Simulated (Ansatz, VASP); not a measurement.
**GaAs in VASP and in Ansatz**

Contents of INCAR:

```
SYSTEM = GaAs
PREC = Accurate
ENCUT = 520
EDIFF = 1E-6
ISMEAR = -1
SIGMA = 0.05
LREAL = .FALSE.
LASPH = .TRUE.
NELM = 150
ALGO = Normal
ISIF = 2
LWAVE = .FALSE.
LCHARG = .FALSE.
LNONCOLLINEAR = .TRUE.
MAGMOM = 0 0 0 0 0 0
LORBIT = 11
LSORBIT = .TRUE.
GGA_COMPAT = .FALSE.
LORBMOM = .TRUE.
GGA = CA
NBANDS = 30
```

File KPOINTS:

```
regular mesh
0
G
  6 6 6
  0 0 0
```

Contents of POSCAR:

```
GaAs
1.0
    0.0000000000      2.8268500000      2.8268500000
    2.8268500000      0.0000000000      2.8268500000
    2.8268500000      2.8268500000      0.0000000000
As Ga
1 1
Direct
    0.7500000000      0.7500000000      0.7500000000
    0.0000000000      0.0000000000      0.0000000000
```

File input.yaml:

```yaml
crystal:
  lattice:
    - [0.0, 2.82685, 2.82685]
    - [2.82685, 0.0, 2.82685]
    - [2.82685, 2.82685, 0.0]
  atoms:
    - { symbol: As, position: [0.75, 0.75, 0.75] }
    - { symbol: Ga, position: [0.0, 0.0, 0.0] }
kpoints:
  mp_grid: { grid: [6, 6, 6] }
  band_path:
    path:
      - [0.0, 0.0, 0.0]
      - [0.5, 0.0, 0.5]
      - [0.5, 0.25, 0.75]
      - [0.375, 0.375, 0.75]
      - [0.0, 0.0, 0.0]
      - [0.5, 0.5, 0.5]
      - [0.625, 0.25, 0.625]
      - [0.5, 0.25, 0.75]
    npoints: 6
scf:
  occupations: { method: fermi_dirac, width: 0.05 }
hamiltonian:
  xc: lda
  pseudopotentials: { kind: all_electron, lapw: { basis_error: 0.001 } }
magnetization:
  noncollinear: true
  spin_orbit: true
output:
  forces: true
  stress: true
  eigenvalues: true
```

Alike in both runs: functional LDA; k mesh 6 × 6 × 6; occupations fermi-dirac, width 0.05 eV; non-collinear spin, spin-orbit coupling.

|  | VASP | Ansatz |
| --- | --- | --- |
| version | VASP 6.6.1 | Ansatz 0.2.0 |
| potentials or method | VASP PAW LDA potentials, release 64 (As, Ga_d), cutoff 520 eV | all-electron LAPW, relativistic spinors |
| task | single point | band structure |

```csv
,VASP,Ansatz,Ansatz less VASP
pressure (GPa),-1.6,-1.9,-0.25
net moment per atom (μB),0.00,0.00,0.000
```

LDA's correlation is that of Perdew and Zunger in VASP and of Perdew and Wang (1992) in Ansatz. Ansatz ran all-electron here, and VASP with PAW potentials.
